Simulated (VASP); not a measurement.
**Bi2Te3: single point with PBEsol**

System: Bi2Te3, a slab with vacuum.

```
Bi Te
1.0
     4.38084    0.00000    0.00000
    -2.19042   10.18657    0.00000
     0.00000    0.00000   25.53947
Bi Te
6 9
Direct
  0.11361 0.22723 0.29366
  0.93262 0.86525 0.41153
  0.63673 0.27346 0.44107
  0.45574 0.91149 0.55893
  0.15985 0.31970 0.58847
  0.97886 0.95773 0.70634
  0.83327 0.66655 0.32164
  0.52312 0.04624 0.35260
  0.21296 0.42593 0.38355
  0.35639 0.71278 0.46904
  0.04624 0.09248 0.50000
  0.73608 0.47217 0.53096
  0.87951 0.75902 0.61645
  0.56936 0.13871 0.64740
  0.25920 0.51841 0.67836
```

```
Program                : VASP 6.6.1
Task                   : single point
Functional             : PBEsol
Potentials or basis    : VASP PAW PBE potentials, release 64 (Bi_d, Te)
Cutoff                 : 520 eV
k mesh                 : 8 × 4 × 1
Occupations            : gaussian, width 0.05 eV
Spin                   : no spin polarisation
Dipole correction      : yes
Further INCAR settings : LREAL = Auto; ALGO = Fast; EDIFF = 1e-06; NBANDS = 85; ISYM = 0
```

| Quantity | Value |
| --- | --- |
| Largest force | 1.477 eV/Å |
| Band gap on the k mesh | zero (bands 72 and 73 overlap by 0.28 eV) |

Forces on the atoms (eV/Å):
```
Bi   0.009 -0.170  1.467
Bi  -0.012 -0.733 -0.682
Bi  -0.001 -0.284 -0.001
Bi   0.007  0.281 -0.014
Bi  -0.008  0.732  0.682
Bi   0.008  0.171 -1.456
Te   0.003  0.152  0.683
Te   0.001  0.714 -0.752
Te  -0.004  0.132 -0.843
Te   0.000 -0.229  0.196
Te  -0.006 -0.006  0.000
Te  -0.001  0.232 -0.194
Te   0.001 -0.130  0.847
Te   0.000 -0.710  0.749
Te   0.002 -0.153 -0.682
```

Levels at points of the mesh, in eV from the Fermi level:
```csv
k point,band 68,band 69,band 70,band 71,band 72,band 73,band 74,band 75,band 76,band 77
"(0.00, 0.00, 0.00)",-0.74,-0.55,-0.11,-0.05,-0.02,0.24,0.35,0.48,0.58,0.82
"(0.50, 0.00, 0.00)",-1.09,-0.76,-0.71,-0.71,-0.36,-0.18,0.23,0.30,0.63,1.12
"(0.00, 0.50, 0.00)",-1.08,-0.49,-0.27,-0.01,0.01,0.15,0.42,0.44,0.62,0.83
"(0.50, 0.50, 0.00)",-1.09,-0.76,-0.71,-0.71,-0.36,-0.18,0.23,0.30,0.63,1.12
```

Wall time 74 min on 1 thread of Oxide Virtual Turin-like Processor (shared host), peak memory 1.7 GiB.

Caveat: the PAW data sets were made with another functional, which shifts forces and pressure a little; spin-orbit coupling is left out, which moves the levels of the heavy elements.
